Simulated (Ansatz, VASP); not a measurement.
CoO in VASP and in Ansatz

File INCAR:

```
SYSTEM = CoO
ALGO     = Normal         ! electronic algorithm
EDIFF    = 1E-6           ! SCF threshold, eV
ENCUT    = 520            ! plane-wave cutoff, eV
GGA      = CA             ! functional
ISIF     = 2              ! what is computed and relaxed
ISMEAR   = -1             ! smearing method
ISPIN    = 2              ! spin polarisation
LASPH    = .TRUE.         ! aspherical terms in the spheres
LCHARG   = .TRUE.         ! write CHGCAR
LELF     = .TRUE.         ! ELF
LMAXMIX  = 4              ! l up to which the mixer works
LORBIT   = 11             ! projections on sites
LREAL    = .FALSE.        ! projectors in reciprocal space
LVHAR    = .TRUE.       
LWAVE    = .FALSE.        ! write WAVECAR
MAGMOM   = 2 0            ! initial moments
NBANDS   = 18             ! bands
NELM     = 150            ! most SCF steps
PREC     = Accurate       ! precision mode
SIGMA    = 0.05           ! smearing width, eV
```

File KPOINTS:

```
k-points
0
G
  11 11 11
  0 0 0
```

Contents of POSCAR:

```
CoO
1.0
    0.0000000000      2.1026924146      2.1026924146
    2.1026924146      0.0000000000      2.1026924146
    2.1026924146      2.1026924146      0.0000000000
Co O
1 1
Direct
    0.0000000000      0.0000000000      0.0000000000
    0.5000000000      0.5000000000      0.5000000000
```

Contents of input.yaml:

```yaml
crystal:
  lattice:
    - [0.0, 2.1026924146, 2.1026924146]
    - [2.1026924146, 0.0, 2.1026924146]
    - [2.1026924146, 2.1026924146, 0.0]
  atoms:
    - { symbol: Co, position: [0.0, 0.0, 0.0], spin: 2.0 }
    - { symbol: O, position: [0.5, 0.5, 0.5] }
kpoints:
  mp_grid: { grid: [11, 11, 11] }
scf:
  occupations: { method: fermi_dirac, width: 0.05 }
hamiltonian:
  xc: lda
  pseudopotentials: { kind: all_electron, lapw: { basis_error: 0.001 } }
magnetization:
  spin_polarized: true
output:
  forces: true
  stress: true
  eigenvalues: true
```

Change from the starting cell: volume scaled by 0.96.

Alike in both runs: task single point; functional LDA; k mesh 11 × 11 × 11; occupations fermi-dirac, width 0.05 eV; collinear spin.

|  | VASP | Ansatz |
| --- | --- | --- |
| version | VASP 6.6.1 | Ansatz 0.2.0 |
| potentials or method | VASP PAW LDA potentials, release 64 (Co, O), cutoff 520 eV | all-electron LAPW, scalar-relativistic |

```tsv
	VASP	Ansatz	Ansatz less VASP
gap on the k mesh at the Fermi level (eV)	none	none	-
pressure (GPa)	-17.2	-13.9	+3.29
net moment per atom (μB)	1.22	1.38	+0.158
size of the moment on the site where the two differ most (μB)	2.17	2.42	+0.255
```

The net moments are unlike, so the other rows may belong to different states. LDA's correlation is that of Perdew and Zunger in VASP and of Perdew and Wang (1992) in Ansatz. Site moments also hang on the region over which each program counts them. A gap of «none» marks a metal or a gap that the smearing closes. Ansatz ran all-electron here, and VASP with PAW potentials.
